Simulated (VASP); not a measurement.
InP, 2 atoms in the cell. It takes space group F-43m (No. 216, cubic). Conventional cell: a = 5.822 Å, b = 5.822 Å, c = 5.822 Å, α = 90.00°, β = 90.00°, γ = 90.00°. Within 3.3 Å of In (site symmetry -43m) lie 4 P at 2.52 Å. P (site symmetry -43m) has 4 In at 2.52 Å within 3.3 Å. 

| Item | Value |
| --- | --- |
| Program | VASP 6.6.1 |
| Task | single point |
| Functional | b88 exchange, pbe correlation |
| Potentials or basis | VASP PAW PBE potentials, release 64 (In_d, P) |
| Cutoff | 500 eV |
| k mesh | 8 × 8 × 8 |
| Occupations | fermi-dirac, width 0.05 eV |
| Spin | no spin polarisation |
| Dipole correction | no |
| Further INCAR settings | ALGO = Normal; EDIFF = 1e-06; NBANDS = 16 |

Potentials or basis: VASP PAW PBE potentials, release 64 (In_d, P).

The run is started by

```console
$ cat potpaw_PBE.64/In_d/POTCAR potpaw_PBE.64/P/POTCAR > POTCAR
$ mpirun -np 1 vasp_std > vasp.out
```

Hardware: 1 thread of AMD EPYC 7R43 64-Core Processor (Zen 3) (shared host).

Question: Estimate the wall time of this run.

Answer: It took 39 s on 1 thread of AMD EPYC 7R43 64-Core Processor (Zen 3), on a shared host, peak memory 0.14 GiB. Counts: scf iterations 12, k points 29.
